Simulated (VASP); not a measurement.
Set up this calculation in VASP 6.6.1, as the native input.

- Task: single point
- Functional: PBE
- Dispersion: D3(BJ)
- Potentials or basis: VASP PAW PBE potentials, release 64 (Sb, In_d, Cl)
- Cutoff: 520 eV
- k mesh: 6 × 6 × 1
- Occupations: gaussian, width 0.1 eV
- Spin: no spin polarisation
- Dipole correction: yes
- Further INCAR settings: ALGO = Normal; EDIFF = 1e-07; NBANDS = 30

The structure of In2Sb2Cl lies in POSCAR:

```
In2Sb2Cl
1.0
    4.6293886023      0.0000000000      0.0000000000
   -2.3146943012      4.0091681336      0.0000000000
    0.0000000000      0.0000000000     22.0151773295
Sb In Cl
2 2 1
Direct
    0.0000000000      0.0000000000      0.1816928358
    0.3333333333      0.6666666667      0.3609342971
    0.3333333333      0.6666666667      0.2246164052
    0.6666666667      0.3333333333      0.3958713209
    1.3333333333      0.6666666667      0.5457679105
```

The input as run:

INCAR

```
ALGO = Normal
DIPOL = 0.5 0.5 0.342
EDIFF = 1E-7
ENCUT = 520
GGA = PE
IDIPOL = 3
ISIF = 2
ISMEAR = 0
IVDW = 12
LASPH = T
LCHARG = F
LDIPOL = T
LREAL = F
LWAVE = F
NBANDS = 30
NELM = 100
PREC = Accurate
SIGMA = 0.1
```

KPOINTS

```
k-points
0
Gamma
  6 6 1
```

Potentials or basis: VASP PAW PBE potentials, release 64 (Sb, In_d, Cl).

The run is started by

```console
$ cat potpaw_PBE.64/Sb/POTCAR potpaw_PBE.64/In_d/POTCAR potpaw_PBE.64/Cl/POTCAR > POTCAR
$ mpirun -np 1 vasp_std > vasp.out
```

Results of the run:

The largest force is 0.720 eV/Å and the dispersion energy per atom is -0.200 eV.

Caveat: an odd number of electrons without spin polarisation forces a metal; a magnetic or distorted state may lie lower.

It took 3.9 min on 1 thread of Intel(R) Xeon(R) Platinum 8375C CPU @ 2.90GHz (Ice Lake), on a shared host, peak memory 0.55 GiB.
